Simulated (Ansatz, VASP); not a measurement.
## One calculation of HfO2, two programs

```
Hf O
1.0
     4.83820    0.00000    0.00000
     0.00000    4.83820    0.00000
     0.00000    0.00000    3.22035
Hf O
2 4
Direct
  0.00000 0.00000 0.00000
  0.50000 0.50000 0.50000
  0.19492 0.80508 0.50000
  0.30508 0.30508 0.00000
  0.69492 0.69492 0.00000
  0.80508 0.19492 0.50000
```

Alike in both runs: task single point; functional r2SCAN; k mesh 6 × 6 × 8; occupations gaussian, width 0.05 eV; no spin polarisation.

|  | VASP | Ansatz |
| --- | --- | --- |
| version | VASP 6.6.1 | Ansatz 0.2.0 |
| potentials or method | VASP PAW PBE potentials, release 64 (Hf_pv, O), cutoff 520 eV | scalar-relativistic, plane waves, PAW |
| valence electrons in the cell | 44 | 76 |

|  | VASP | Ansatz | Ansatz less VASP |
| --- | --- | --- | --- |
| gap on the k mesh at the Fermi level (eV) | 4.47 | 4.53 | +0.061 |
| least direct gap on the mesh (eV) | 4.47 | 4.53 | +0.061 |
| pressure (GPa) | -3.2 | 0.0 | +3.20 |
| traceless stress, the component that is largest in VASP (GPa) | -0.56 | 0.00 | +0.558 |
| rms of the force components (eV/Å) | 0.024 | 0.000 | -0.0243 |

VASP's potentials were made for PBE, not for r2SCAN. Atom by atom the forces differ by 0.024 eV/Å (rms over components). VASP's potentials hold 44 valence electrons a cell and Ansatz's 76, so a difference there can come from the potentials and not from the codes.

Spin-orbit coupling is off throughout.
